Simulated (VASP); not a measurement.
Write the native input for VASP 6.6.1 that does the following.

```
Task                   : single point
Functional             : r2SCAN
Potentials or basis    : VASP PAW PBE potentials, release 64 (Zn, S)
Cutoff                 : 520 eV
k mesh                 : 6 × 6 × 4
Occupations            : gaussian, width 0.02 eV
Spin                   : no spin polarisation
Dipole correction      : no
Further INCAR settings : ALGO = Normal; EDIFF = 1e-06; NBANDS = 26
```

Crystal: ZnS.

```
Zn S
1.0
     3.80652    0.00000    0.00000
    -1.90326    3.29654    0.00000
     0.00000    0.00000    6.24480
Zn S
2 2
Direct
  0.33333 0.66667 0.00034
  0.66667 0.33333 0.50034
  0.33333 0.66667 0.37466
  0.66667 0.33333 0.87466
```

One way to write it, as run:

POSCAR

```
ZnS
1.0
    3.8065186056      0.0000000000      0.0000000000
   -1.9032593028      3.2965418124      0.0000000000
    0.0000000000      0.0000000000      6.2448028381
Zn S
2 2
Direct
    0.3333333333      0.6666666667      0.0003440772
    0.6666666667      0.3333333333      0.5003440772
    0.3333333333      0.6666666667      0.3746559228
    0.6666666667      0.3333333333      0.8746559228
```

INCAR.step1

```
ALGO = Normal ; EDIFF = 1E-4
ENCUT = 520 ; GGA = PE
ISMEAR = 0 ; LASPH = T
LCHARG = F ; LREAL = F
LWAVE = T ; NBANDS = 26
NELM = 100 ; PREC = Accurate
SIGMA = 0.02
```

INCAR.step2

```
ALGO = Normal ; EDIFF = 1E-6
ENCUT = 520 ; ISIF = 2
ISMEAR = 0 ; ISTART = 1
LASPH = T ; LCHARG = F
LMIXTAU = T ; LREAL = F
LWAVE = F ; METAGGA = R2SCAN
NBANDS = 26 ; NELM = 100
PREC = Accurate ; SIGMA = 0.02
```

KPOINTS

```
k-points
0
Gamma
  6 6 4
```

Potentials or basis: VASP PAW PBE potentials, release 64 (Zn, S).

Launch:

```bash
$ cat potpaw_PBE.64/Zn/POTCAR potpaw_PBE.64/S/POTCAR > POTCAR
$ cp INCAR.step1 INCAR
$ mpirun -np 1 vasp_std > vasp.out
$ cp INCAR.step2 INCAR
$ mpirun -np 1 vasp_std > vasp.out
```

Results of the run:

```
Pressure               : 0.1 GPa
Band gap on the k mesh : 2.79 eV
```

Caveat: the PAW data sets were made with another functional, which shifts forces and pressure a little.

It took 2.3 min on 1 thread of Intel(R) Xeon(R) Platinum 8259CL CPU @ 2.50GHz (Skylake/Cascade Lake) (shared host), peak memory 0.21 GiB.
